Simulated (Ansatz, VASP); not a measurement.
**SiNi: VASP beside Ansatz**

The input INCAR:

```
SYSTEM = SiNi
PREC     = Accurate       ! precision mode
ENCUT    = 600            ! plane-wave cutoff, eV
EDIFF    = 1E-6           ! SCF threshold, eV
ISMEAR   = 0              ! smearing method
SIGMA    = 0.1            ! smearing width, eV
LREAL    = .FALSE.        ! projectors in reciprocal space
LASPH    = .TRUE.         ! aspherical terms in the spheres
NELM     = 80             ! most SCF steps
ALGO     = Normal         ! electronic algorithm
ISIF     = 3              ! what is computed and relaxed
LWAVE    = .FALSE.        ! write WAVECAR
LCHARG   = .FALSE.        ! write CHGCAR
GGA      = PE             ! functional
IVDW     = 12             ! dispersion correction
IBRION   = 2              ! ionic algorithm
NSW      = 70             ! ionic steps
EDIFFG   = -0.005         ! ionic threshold
```

KPOINTS

```
regular mesh
0
G
  14 12 10
  0 0 0
```

POSCAR

```
SiNi
1.0
    3.0552835513      0.0000000000      0.0000000000
    0.0000000000      3.2583147497      0.0000000000
    0.0000000000      0.0000000000      4.7093899711
Si Ni
2 2
Direct
    0.5000000000      0.5000000000      0.8431827248
    0.0000000000      0.0000000000      0.1568172752
    0.5000000000      0.5000000000      0.3423059830
    0.0000000000      0.0000000000      0.6576940170
```

Input for Ansatz:

```yaml
crystal:
  lattice:
    - [3.0552835513, 0.0, 0.0]
    - [0.0, 3.2583147497, 0.0]
    - [0.0, 0.0, 4.7093899711]
  atoms:
    - { symbol: Si, position: [0.5, 0.5, 0.8431827248] }
    - { symbol: Si, position: [0.0, 0.0, 0.1568172752] }
    - { symbol: Ni, position: [0.5, 0.5, 0.342305983] }
    - { symbol: Ni, position: [0.0, 0.0, 0.657694017] }
basis:
  ecutwfc: 420
kpoints:
  mp_grid: { grid: [14, 12, 10] }
hamiltonian:
  xc: pbe
  dispersion: d3bj
scf:
  occupations: { method: gaussian, width: 0.1 }
output:
  forces: true
  stress: true
  eigenvalues: true
relax:
  adjacent_minimum: "off"
  f_tol: 0.005
  max_steps: 50
  cell: { stress_tol: 0.05 }
```

Alike in both runs: task relaxation of cell and atoms; functional PBE; dispersion D3(BJ); k mesh 14 × 12 × 10; occupations gaussian, width 0.1 eV; no spin polarisation.

|  | VASP | Ansatz |
| --- | --- | --- |
| version | VASP 6.6.1 | Ansatz 0.2.0 |
| potentials or method | VASP PAW PBE potentials, release 64 (Si, Ni), cutoff 600 eV | scalar-relativistic, plane waves, PAW |
| valence electrons in the cell | 28 | 44 |

VASP gave:

- gap on the k mesh at the Fermi level, each at its own relaxed structure (eV): none
- relaxed volume (Å³/atom): 11.26
- relaxed cell length with the largest relative difference (Å): 3.235

Task: What did Ansatz give for the same quantities?

Result: gap on the k mesh at the Fermi level, each at its own relaxed structure (eV): none; relaxed volume (Å³/atom): 11.27; relaxed cell length with the largest relative difference (Å): 3.237.

A gap of «none» marks a metal or a gap that the smearing closes. VASP's potentials hold 28 valence electrons a cell and Ansatz's 44, so a difference there can come from the potentials and not from the codes.
